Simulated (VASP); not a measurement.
Wanted: the native input for a VASP 6.6.1 run.

- Task: single point
- Functional: LDA
- Potentials or basis: VASP PAW LDA potentials, release 64 (Mg, H)
- Cutoff: 520 eV
- k mesh: 6 × 6 × 6
- Occupations: methfessel-paxton, width 0.15 eV
- Spin: no spin polarisation
- Dipole correction: no
- Further INCAR settings: ALGO = Normal; EDIFF = 1e-07; NBANDS = 9

The structure of MgH2 lies in POSCAR:

```
MgH2
1.0
    0.0000000000      2.4429403785      2.4429403785
    2.4429403785      0.0000000000      2.4429403785
    2.4429403785      2.4429403785      0.0000000000
Mg H
1 2
Direct
    0.0000000000      0.0000000000      0.0000000000
    0.7500000000      0.7500000000      0.7500000000
    0.2500000000      0.2500000000      0.2500000000
```

The input as run:

INCAR

```
PREC     = Accurate       # precision mode
ENCUT    = 520            # plane-wave cutoff, eV
EDIFF    = 1E-7           # SCF threshold, eV
ISMEAR   = 1              # smearing method
SIGMA    = 0.15           # smearing width, eV
LREAL    = F              # projectors in reciprocal space
LASPH    = T              # aspherical terms in the spheres
NELM     = 80             # most SCF steps
ALGO     = Normal         # electronic algorithm
ISIF     = 2              # what is computed and relaxed
LWAVE    = F              # write WAVECAR
LCHARG   = T              # write CHGCAR
LELF     = T              # ELF
LVHAR    = T            
NBANDS   = 9              # bands
```

KPOINTS

```
regular mesh
0
Gamma
  6 6 6
```

Potentials or basis: VASP PAW LDA potentials, release 64 (Mg, H).

Run with:

```bash
$ cat potpaw_LDA.64/Mg/POTCAR potpaw_LDA.64/H/POTCAR > POTCAR
$ mpirun -np 1 vasp_std > vasp.out
```

Results of the run:

```json
{
 "Pressure": "-7.4 GPa",
 "Band gap on the k mesh": "zero (band 2 reaches 3.39 eV, above the bottom of band 3 at 1.81 eV)"
}
```

Caveat: the k points lie up to 0.37 Å⁻¹ apart.

Wall time 7.4 s on 1 thread of Intel Xeon 6975P-C, with other jobs on the host, peak memory 0.14 GiB.
